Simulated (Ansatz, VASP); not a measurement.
**Two plane-wave programs on NaSrI3**

```
Na Sr I
1.0
     6.49365    0.00000    0.00000
     0.00000    6.49365    0.00000
     0.00000    0.00000    6.49365
Na Sr I
1 1 3
Direct
  0.00000 0.00000 0.00000
  0.50000 0.50000 0.50000
  0.50000 0.50000 0.00000
  0.50000 0.00000 0.50000
  0.00000 0.50000 0.50000
```

Change from the starting cell: hydrostatic strain +1.5%.

Alike in both runs: task single point; functional r2SCAN; k mesh 4 × 4 × 4; no spin polarisation.

|  | VASP | Ansatz |
| --- | --- | --- |
| version | VASP 6.6.1 | Ansatz 0.2.0 |
| potentials or method | VASP PAW PBE potentials, release 64 (Na_pv, Sr_sv, I) | plane waves, PAW |
| plane-wave cutoff (eV) | 520 | 500 |
| occupations | gaussian, width 0.01 eV | fixed |
| valence electrons in the cell | 38 | 70 |

|  | VASP | Ansatz | Ansatz less VASP |
| --- | --- | --- | --- |
| gap on the k mesh at the Fermi level (eV) | 3.10 | 3.10 | +0.002 |
| pressure (GPa) | -0.5 | -0.6 | -0.03 |

VASP's potentials were made for PBE, not for r2SCAN. VASP's potentials hold 38 valence electrons a cell and Ansatz's 70, so a difference there can come from the potentials and not from the codes.

Spin-orbit coupling is off throughout.
